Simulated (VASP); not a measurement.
# C (Fmmm) in VASP: a series of runs, part 2 of 2

VASP 6.6.1. The steps go on from the part before.

### Step 3. Single point, PBE+D3(BJ)

The input, INCAR:

```
ALGO = Normal ; EDIFF = 1E-7
ENCUT = 520 ; GGA = PE
ISIF = 2 ; ISMEAR = 0
ISYM = 0 ; IVDW = 12
LASPH = True ; LCHARG = False
LREAL = False ; LWAVE = False
NBANDS = 11 ; NELM = 100
PREC = Accurate ; SIGMA = 0.1
```

The input, KPOINTS:

```
k-points
0
Gamma
  15 15 10
```

The input, POSCAR:

```
C
1.0
    2.4649634462      0.0000000000      0.0000000000
   -1.2324817231      2.1347209638      0.0000000000
    0.6162408615      1.0673604819      3.3921583682
C
2
Direct
    0.8333003377      0.1666996623      0.0000000000
    0.1666996623      0.8333003377      0.0000000000
```

Potentials or basis: VASP PAW PBE potentials, release 64 (C).

Started as:

```sh
cat potpaw_PBE.64/C/POTCAR > POTCAR
mpirun -np 1 vasp_std > vasp.out
```

OUTCAR:

```text
EDIFF = 1E-7
   ENCUT = 520
   GGA = PE
   ISIF = 2
   ISMEAR = 0
   ISYM = 0
   IVDW = 12
   LASPH = True
   LREAL = False
   NELM = 100
   PREC = Accurate
 IVDW          = 12

 ion  position               nearest neighbor table
   1  0.833  0.167  0.000-   2 1.42   2 1.42   2 1.42
   2  0.167  0.833  0.000-   1 1.42   1 1.42   1 1.42

IMPORTANT INFORMATION: All symmetrisations will be switched off!
NOSYMM: (Re-)initialisation of all symmetry stuff for point group C_1.

----------------------------------------------------------------------------------------
[... 511 lines left out ...]

 E8    (eV) :    -0.0873

  FORCE on cell =-STRESS in cart. coord.  units (eV):
  Direction    XX          YY          ZZ          XY          YZ          ZX
  --------------------------------------------------------------------------------------
  -------------------------------------------------------------------------------------
  Total       0.06316     0.09165    -0.00544     0.02467     0.00079     0.00046
  in kB       5.66959     8.22689    -0.48834     2.21444     0.07121     0.04112
  external pressure =        4.47 kB  Pullay stress =        0.00 kB

 VOLUME and BASIS-vectors are now :
 -----------------------------------------------------------------------------
  energy-cutoff  :      520.00
  volume of cell :       17.85
      direct lattice vectors                 reciprocal lattice vectors
     2.464963446  0.000000000  0.000000000     0.405685529  0.234222649 -0.147398779
    -1.232481723  2.134720964  0.000000000     0.000000000  0.468445299 -0.147398779
     0.616240862  1.067360482  3.392158368     0.000000000  0.000000000  0.294797557

 POSITION                                       TOTAL-FORCE (eV/Angst)
 -----------------------------------------------------------------------------------
      1.84860      0.35586      0.00000         0.008882     -0.005129     -0.000000
     -0.61612      1.77886      0.00000        -0.008882      0.005129      0.000000
 -----------------------------------------------------------------------------------
    total drift:                                0.000000      0.000000      0.000000

  FREE ENERGIE OF THE ION-ELECTRON SYSTEM (eV)
  ---------------------------------------------------
  free  energy   TOTEN  =       -18.7317291732 eV

  energy  without entropy=      -18.7315160700  energy(sigma->0) =      -18.73162262
```

OSZICAR:

```text
N       E                     dE             d eps       ncg     rms          rms(c)
DAV:   1     0.835361756961E+00    0.83536E+00   -0.41071E+03 25172   0.649E+02
DAV:   2    -0.191457510954E+02   -0.19981E+02   -0.19047E+02 32580   0.120E+02
DAV:   3    -0.196087639478E+02   -0.46301E+00   -0.46194E+00 31452   0.147E+01
DAV:   4    -0.196104810855E+02   -0.17171E-02   -0.17170E-02 28858   0.109E+00
DAV:   5    -0.196104880118E+02   -0.69263E-05   -0.69260E-05 31598   0.630E-02    0.632E+00
DAV:   6    -0.187070479256E+02    0.90344E+00   -0.77153E-01 28639   0.506E+00    0.368E+00
DAV:   7    -0.184197018742E+02    0.28735E+00   -0.87454E-01 29462   0.543E+00    0.103E+00
DAV:   8    -0.184232829776E+02   -0.35811E-02   -0.19090E-02 27737   0.881E-01    0.115E-01
DAV:   9    -0.184230806861E+02    0.20229E-03   -0.55179E-04 30209   0.147E-01    0.524E-02
DAV:  10    -0.184231591120E+02   -0.78426E-04   -0.14005E-04 28035   0.814E-02    0.271E-02
DAV:  11    -0.184231585551E+02    0.55695E-06   -0.68113E-06 30355   0.148E-02    0.589E-03
DAV:  12    -0.184231588607E+02   -0.30561E-06   -0.68221E-07 27880   0.592E-03    0.654E-04
DAV:  13    -0.184231588404E+02    0.20325E-07   -0.34097E-08 30502   0.121E-03
   1 F= -.18731729E+02 E0= -.18731623E+02  d E =-.213103E-03
```

stdout:

```text
POSCAR found type information on POSCAR C
 POSCAR found :  1 types and       2 ions
 scaLAPACK will be used
 LDA part: xc-table for (Slater+PW92), standard interpolation
 -----------------------------------------------------------------------------
|                                                                             |
|           W    W    AA    RRRRR   N    N  II  N    N   GGGG   !!!           |
|           W    W   A  A   R    R  NN   N  II  NN   N  G    G  !!!           |
|           W    W  A    A  R    R  N N  N  II  N N  N  G       !!!           |
|           W WW W  AAAAAA  RRRRR   N  N N  II  N  N N  G  GGG   !            |
|           WW  WW  A    A  R   R   N   NN  II  N   NN  G    G                |
|           W    W  A    A  R    R  N    N  II  N    N   GGGG   !!!           |
|                                                                             |
|     Your reciprocal lattice and k-lattice belong to different lattice       |
|     classes:                                                                |
|                                                                             |
|        The reciprocal lattice is body-centered orthorhombic,                |
|        whereas your k-lattice is base-centered monoclinic.                  |
|                                                                             |
|     Results are often still useful ...                                      |
|                                                                             |
 -----------------------------------------------------------------------------

 POSCAR, INCAR and KPOINTS ok, starting setup
 FFT: planning ... GRIDC
 FFT: planning ... GRID_SOFT
 FFT: planning ... GRID
 WAVECAR not read
 entering main loop
```

Wall time 5.6 min (1 thread of AMD EPYC 7R13, shared host); peak memory 0.25 GiB.

Results:

```
Free energy                : -18.7317 eV
Pressure                   : 0.4 GPa
Largest force              : 0.010 eV/Å
Band gap on the k mesh     : 0.04 eV, indirect (least direct gap 0.08 eV)
Dispersion energy per atom : -0.154 eV
```

Forces in eV/Å, atoms in the order of the input:
```
C    0.009 -0.005  0.000
C   -0.009  0.005  0.000
```

Stress tensor (GPa, compression positive):
```
 0.57  0.22  0.00
 0.22  0.82  0.01
 0.00  0.01 -0.05
```
